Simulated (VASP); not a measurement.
# Te (P6/mmm) in VASP: further runs, part 2 of 2

VASP 6.6.1. The steps go on from the part before.

**4. Relaxation of shape and atoms at fixed volume, PBE**

This run uses another cell than the first one, of 15.56 Å³/atom.

Input file INCAR:

```
SYSTEM = Te
PREC = Accurate
ENCUT = 600
EDIFF = 1E-6
ISMEAR = -1
SIGMA = 0.1
LREAL = .False.
LASPH = .True.
NELM = 80
ALGO = Normal
ISIF = 4
LWAVE = .False.
LCHARG = .False.
GGA = PE
IBRION = 2
NSW = 50
EDIFFG = -0.005
```

Input file KPOINTS:

```
regular mesh
0
Gamma
  15 15 13
  0 0 0
```

Input file POSCAR:

```
Te
1.0
    2.6889420461      0.0000000000      0.0000000000
   -1.3444710230      2.3286921212      0.0000000000
    0.0000000000      0.0000000000      2.4850538154
Te
1
Direct
    0.0000000000      0.0000000000      0.0000000000
```

Potentials or basis: VASP PAW PBE potentials, release 64 (Te).

Started as:

```sh
cat potpaw_PBE.64/Te/POTCAR > POTCAR
mpirun -np 1 vasp_std > vasp.out
```

OUTCAR:

```text
SYSTEM = Te
   PREC = Accurate
   ENCUT = 600
   EDIFF = 1E-6
   ISMEAR = -1
   LREAL = .False.
   LASPH = .True.
   NELM = 80
   ISIF = 4
   GGA = PE
   IBRION = 2
   NSW = 50
   EDIFFG = -0.005

 ion  position               nearest neighbor table
   1  0.000  0.000  0.000-

  LATTYP: Found a hexagonal cell.
 ALAT       =     2.6889420461
 C/A-ratio  =     0.9241752975

  Lattice vectors:

 A1 = (   2.6889420461,   0.0000000000,   0.0000000000)
 A2 = (  -1.3444710230,   2.3286921212,   0.0000000000)
 A3 = (   0.0000000000,   0.0000000000,   2.4850538154)

Analysis of symmetry for initial positions (statically):
=====================================================================
 Subroutine PRICEL returns:
 Original cell was already a primitive cell.

 Routine SETGRP: Setting up the symmetry group for a
 hexagonal supercell.

 Subroutine GETGRP returns: Found 24 space group operations
 (whereof 24 operations were pure point group operations)
 out of a pool of 24 trial point group operations.

The static configuration has the point symmetry D_6h.

Analysis of symmetry for dynamics (positions and initial velocities):
=====================================================================
 Subroutine PRICEL returns:
 Original cell was already a primitive cell.

 Routine SETGRP: Setting up the symmetry group for a
 hexagonal supercell.

 Subroutine GETGRP returns: Found 24 space group operations
 (whereof 24 operations were pure point group operations)
 out of a pool of 24 trial point group operations.

The dynamic configuration has the point symmetry D_6h.

 Subroutine INISYM returns: Found 24 space group operations
 (whereof 24 operations are pure point group operations),
 and found     1 'primitive' translations

----------------------------------------------------------------------------------------

                                     Primitive cell

  volume of cell :      15.5607

  direct lattice vectors                    reciprocal lattice vectors
     2.688942046  0.000000000  0.000000000     0.371893474  0.214712798  0.000000000
    -1.344471023  2.328692121  0.000000000     0.000000000  0.429425595  0.000000000
     0.000000000  0.000000000  2.485053815     0.000000000  0.000000000  0.402405772

  length of vectors
     2.688942046  2.688942046  2.485053815     0.429425595  0.429425595  0.402405772

  position of ions in fractional coordinates (direct lattice)
     0.000000000  0.000000000  0.000000000

  ion indices of the primitive-cell ions
   primitive index   ion index
                 1           1

----------------------------------------------------------------------------------------

 KPOINTS: regular mesh

Automatic generation of k-mesh.
 Grid dimensions read from file:
 generate k-points for:   15   15   13

 Generating k-lattice:

  Cartesian coordinates                     Fractional coordinates (reciprocal lattice)
     0.024792898  0.014314187  0.000000000     0.066666667  0.000000000  0.000000000
[... 42 lines left out ...]
   number of dos      NEDOS =    301   number of ions     NIONS =      1
   total plane-waves  NPLWV =  11520
   dimension x,y,z NGX =    24 NGY =   24 NGZ =   20
   dimension x,y,z NGXF=    48 NGYF=   48 NGZF=   40
   ions per type =               1
   NGX,Y,Z   is equivalent  to a cutoff of  14.84, 14.84, 13.38 a.u.
   NGXF,Y,Z  is equivalent  to a cutoff of  29.68, 29.68, 26.76 a.u.
 SYSTEM =  Te
   PREC   = accura    normal or accurate (medium, high low for compatibility)
   ISTART =      0    job   : 0-new  1-cont  2-samecut
   ICHARG =      2    charge: 1-file 2-atom 10-const
   ISPIN  =      1    spin polarized calculation?
   LNONCOLLINEAR =      F non collinear calculations
   LSORBIT =      F    spin-orbit coupling
   LASPH  =      T    aspherical Exc in radial PAW
   ENCUT  =  600.0 eV  44.10 Ry    6.64 a.u.   5.37  5.37  4.96*2*pi/ulx,y,z
   NELM   =     80;   NELMIN=  2; NELMDL= -5     # of ELM steps
   EDIFF  = 0.1E-05   stopping-criterion for ELM
   LREAL  =      F    real-space projection
   EDIFFG = -.5E-02   stopping-criterion for IOM
   NSW    =     50    number of steps for IOM
   IBRION =      2    ionic relax: 0-MD 1-quasi-New 2-CG
   NFREE  =      1    steps in history (QN), initial steepest desc. (CG)
   ISIF   =      4    stress and relaxation
   ISYM   =      2    0-nonsym 1-usesym 2-fastsym
   POTIM  = 0.5000    time-step for ionic-motion
   TEBEG  =    0.0;   TEEND  =   0.0 temperature during run
   PSTRESS=    0.0 pullay stress
   NELECT =       6.0000    total number of electrons
   NUPDOWN=      -1.0000    fix difference up-down
   EMIN   =  10.00;   EMAX   =-10.00  energy-range for DOS
   EFERMI =   0.00;   METHOD = LEGACY
   ISMEAR =    -1;   SIGMA  =   0.10  broadening in eV -4-tet -1-fermi 0-gaus
   EFERMI_NEDOS =   21; number of points for ismear=-14 and -15
   IALGO  =     38    algorithm
   IMIX   =      4    mixing-type and parameters
     AMIX     =   0.40;   BMIX     =  1.00
     AMIX_MAG =   1.60;   BMIX_MAG =  1.00
  volume/ion in A,a.u.               =      15.56       105.01
  Fermi-wavevector in a.u.,A,eV,Ry     =   1.191559  2.251720 19.317720  1.419812
  Thomas-Fermi vector in A             =   2.327618
   LORBIT       =      0    0 simple, 1 ext, 2 COOP (PROOUT), +10 PAW based schemes
   GGA     = PE    functional components
   LHFCALC =     F    Hartree Fock is set to
   AEXX    =    0.0000 exact exchange contribution
   IVDW    =     0    specifies the selected vdW correction
   LEPSILON=     F    determine dielectric tensor
   LRPA    =     F    only Hartree local field effects (RPA)
 conjugate gradient relaxation of ions
 non-spin polarized calculation
  energy-cutoff  :      600.00
  volume of cell :       15.56
 maximum number of plane-waves:       538
 NGX is ok and might be reduce to    24
   NGX = 11   NGY = 11   NGZ =  9

--------------------------------------- Ionic step        1  -------------------------------------------

 number of electron       6.0000000 magnetization

 Free energy of the ion-electron system (eV)
  ---------------------------------------------------
  ext. energy  EPLUGINS =         0.00000000
  ---------------------------------------------------
  free energy    TOTEN  =         1.39556879 eV

  energy without entropy =        1.41150453  energy(sigma->0) =        1.40353666

------------------------ aborting loop because EDIFF is reached ----------------------------------------

  FORCE on cell =-STRESS in cart. coord.  units (eV):
  Direction    XX          YY          ZZ          XY          YZ          ZX
  --------------------------------------------------------------------------------------
  -------------------------------------------------------------------------------------
  Total       15.4618751     15.4618751     17.0848217      0.0000000     -0.0000000      0.0000000
  in kB     1592.0013367   1592.0013367   1759.1048218      0.0000000     -0.0000000      0.0000000
  external PRESSURE =    1647.7024984 kB  Pullay stress =       0.0000000 kB
[... 197 lines left out ...]
--------------------------------------- Ionic step        7  -------------------------------------------

 number of electron       6.0000000 magnetization

 Free energy of the ion-electron system (eV)
  ---------------------------------------------------
  ext. energy  EPLUGINS =         0.00000000
  ---------------------------------------------------
  free energy    TOTEN  =         1.38728125 eV

  energy without entropy =        1.40148069  energy(sigma->0) =        1.39438097

 E-fermi :  19.3262     XC(G=0): -12.8967

 val. band max:       19.2081484419   @ k =   0.4000   0.0000   0.0769
 cond. band min:      19.3288285591   @ k =   0.1333   0.1333   0.1538
 fundamental gap:      0.1206801171
 Fermi energy:        19.3261567131

 k-point     1 :       0.0000    0.0000    0.0000
  band No.  band energies     occupation
      1      -2.1251      2.00000
      2      21.7571      0.00000
      3      24.6126      0.00000
      4      24.6126      0.00000
      5      25.5952      0.00000
      6      27.7691      0.00000
      7      29.6652      0.00000
[... 221 lines left out ...]
 k-point    24 :       0.4000    0.2000    0.0000
  band No.  band energies     occupation
      1       5.2474      2.00000
      2       7.7257      2.00000
      3      13.0801      2.00000
      4      28.5921      0.00000
      5      29.4477      0.00000
      6      30.5114      0.00000
      7      32.7383      0.00000

 [... further k-points ...]

------------------------ aborting loop because EDIFF is reached ----------------------------------------

  FORCE on cell =-STRESS in cart. coord.  units (eV):
  Direction    XX          YY          ZZ          XY          YZ          ZX
  --------------------------------------------------------------------------------------
  -------------------------------------------------------------------------------------
  Total       15.9884942     15.9884942     15.9879085      0.0000000     -0.0000000      0.0000000
  in kB     1646.2236364   1646.2236363   1646.1633290      0.0000001     -0.0000000      0.0000000
  external PRESSURE =    1646.2035339 kB  Pullay stress =       0.0000000 kB
[... 16 lines left out ...]
  FREE ENERGIE OF THE ION-ELECTRON SYSTEM (eV)
  ---------------------------------------------------
  free  energy   TOTEN  =         1.3872812470 eV

  energy  without entropy=        1.4014806908  energy(sigma->0) =        1.39438097

 reached required accuracy - stopping structural energy minimisation
```

CONTCAR:

```text
Te
   1.00000000000000
     2.6755712073114890    0.0000000000186833    0.0000000000000000
    -1.3377856035898130    2.3171126351127489   -0.0000000000000000
    -0.0000000000000000   -0.0000000000000000    2.5099533796071842
  Te
     1
Direct
     0.0000000000000000    0.0000000000000000    1.0000000000000000

  0.00000000E+00  0.00000000E+00  0.00000000E+00
```

Wall time 36 s (1 thread of Intel Xeon Platinum 8488C (Sapphire Rapids), shared host); peak memory 0.15 GiB.

Results:

- Free energy: 1.3873 eV
- Energy gained by relaxing: 8.3 meV/atom
- Ionic steps: 7
- Pressure after relaxing: 164.6 GPa
- Band gap on the k mesh: zero (bands 3 and 4 overlap by 16.35 eV)

Step by step:
| step | energy change (eV) | largest force (eV/Å) | pressure (GPa) | volume (Å³) |
| --- | --- | --- | --- | --- |
| 1 | 0.0000 | 0.0000 | 164.77 | 15.56 |
| 2 | 0.0984 | 0.0000 | 167.48 | 15.56 |
| 3 | -0.0082 | 0.0000 | 164.62 | 15.56 |
| 4 | -0.0083 | 0.0000 | 164.63 | 15.56 |
| 5 | -0.0083 | 0.0000 | 164.62 | 15.56 |
| 6 | -0.0083 | 0.0000 | 164.63 | 15.56 |
| 7 | -0.0083 | 0.0000 | 164.62 | 15.56 |

Final structure:
```xyz
1
Lattice="2.6756 0.0000 0.0000 -1.3378 2.3171 0.0000 0.0000 0.0000 2.5100" Properties=species:S:1:pos:R:3 pbc="T T T"
Te    0.0000    0.0000    2.5100
```

Levels at points of the mesh, in eV from the Fermi level:
| k point | band 1 | band 2 | band 3 | band 4 | band 5 | band 6 | band 7 |
| --- | --- | --- | --- | --- | --- | --- | --- |
| (0.00, 0.00, 0.00) | -21.45 | 2.43 | 5.29 | 5.29 | 6.27 | 8.44 | 10.34 |

Caveat: spin-orbit coupling is left out, which moves the levels of the heavy elements.

**5. The runs side by side**

```csv
task,cell,cutoff (eV),gap on the mesh (eV),pressure (GPa)
single point,"a = 3.388, b = 3.388, c = 3.131 Å, angles 90.0, 90.0, 120.0°, 1 atom",520,none,-0.1
relaxation of shape and atoms at fixed volume,"relaxed from a = 2.496, b = 2.496, c = 2.307 Å, angles 90.0, 90.0, 120.0°, 1 atom",600,none,361.0
relaxation of shape and atoms at fixed volume,"relaxed from a = 2.689, b = 2.689, c = 2.485 Å, angles 90.0, 90.0, 120.0°, 1 atom",600,none,164.6
```

Alike in all rows: level PBE; potentials or basis VASP PAW PBE potentials, release 64 (Te); no spin polarisation; k mesh 15 × 15 × 13; smearing fermi-dirac 0.1 eV.

Caveats: spin-orbit coupling is left out, which moves the levels of the heavy elements.

Absolute energies hang on the potentials; compare differences alone.
